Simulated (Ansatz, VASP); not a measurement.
One calculation of H2O, two programs

File INCAR:

```
PREC = Accurate
ENCUT = 1000
EDIFF = 1E-6
ISMEAR = 0
SIGMA = 0.05
LREAL = False
LASPH = True
NELM = 120
ALGO = Normal
ISIF = 2
LWAVE = False
LCHARG = True
LDIPOL = True
IDIPOL = 3
DIPOL = 0.5 0.5 0.707
GGA = PE
IVDW = 12
LELF = True
LVHAR = True
LVACPOTAV = True
NBANDS = 11
GGA_COMPAT = False
NELMDL = -8
```

The input KPOINTS:

```
Automatic mesh
0
Gamma
  3 3 1
```

The input POSCAR:

```
H2O
1.0
    6.5580551291      0.0000000000      0.0000000000
   -3.2790275646      5.6794423413      0.0000000000
    0.0000000000      0.0000000000     29.3291504491
O H
1 2
Direct
    0.4843994677      0.5030586816      0.7083969989
    0.4221781742      0.5787972797      0.6887813507
    0.6176530379      0.6337116756      0.7234188236
```

Input for Ansatz:

```yaml
crystal:
  lattice:
    - [6.5580551291, 0.0, 0.0]
    - [-3.2790275646, 5.6794423413, 0.0]
    - [0.0, 0.0, 29.3291504491]
  atoms:
    - { symbol: O, position: [0.4843994677, 0.5030586816, 0.7083969989] }
    - { symbol: H, position: [0.4221781742, 0.5787972797, 0.6887813507] }
    - { symbol: H, position: [0.6176530379, 0.6337116756, 0.7234188236] }
basis:
  ecutwfc: 420
kpoints:
  mp_grid: { grid: [3, 3, 1] }
hamiltonian:
  xc: pbe
  dispersion: d3bj
scf:
  occupations: { method: gaussian, width: 0.05 }
output:
  forces: true
  eigenvalues: true
  write_density: true
  volumetric_format: npy
efield:
  axis: 3
  dipole_correction: true
  ramp_width: 0.04
```

Alike in both runs: task single point; functional PBE; dispersion D3(BJ); k mesh 3 × 3 × 1; occupations gaussian, width 0.05 eV; no spin polarisation.

|  | VASP | Ansatz |
| --- | --- | --- |
| version | VASP 6.6.1 | Ansatz 0.2.0 |
| potentials or method | VASP PAW PBE potentials, release 64 (O_h, H_h), cutoff 1000 eV | scalar-relativistic, plane waves, PAW |
| valence electrons in the cell | 8 | 8 |

```tsv
	VASP	Ansatz	Ansatz less VASP
gap on the k mesh at the Fermi level (eV)	5.79	5.79	-0.003
rms of the force components (eV/Å)	0.075	0.077	+0.0016
```

Atom by atom the forces differ by 0.006 eV/Å (rms over components).
